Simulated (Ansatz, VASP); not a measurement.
# Two plane-wave programs on Be

```
CELL_PARAMETERS angstrom
-2.09944 2.09944 1.05774
2.09944 -2.09944 1.05774
2.09944 2.09944 -1.05774
ATOMIC_POSITIONS crystal
Be 0.00000 0.00000 0.00000
Be 0.75000 0.25000 0.50000
```

Alike in both runs: functional PBE; k mesh 8 × 8 × 8; occupations gaussian, width 0.1 eV; no spin polarisation.

Ansatz relaxed the structure, and its values are those at the end. VASP's run is a single point on that final structure, the one shown.

|  | VASP | Ansatz |
| --- | --- | --- |
| version | VASP 6.6.1 | Ansatz 0.2.0 |
| potentials or method | VASP PAW PBE potentials, release 64 (Be), cutoff 520 eV | scalar-relativistic, plane waves, PAW |
| valence electrons in the cell | 4 | 4 |

```csv
,VASP,Ansatz,Ansatz less VASP
gap on the k mesh at the Fermi level (eV),none,none,-
pressure (GPa),0.4,0.3,-0.10
```

A gap of «none» marks a metal or a gap that the smearing closes.

The k mesh is coarse, so the values compare programs but aren't converged.
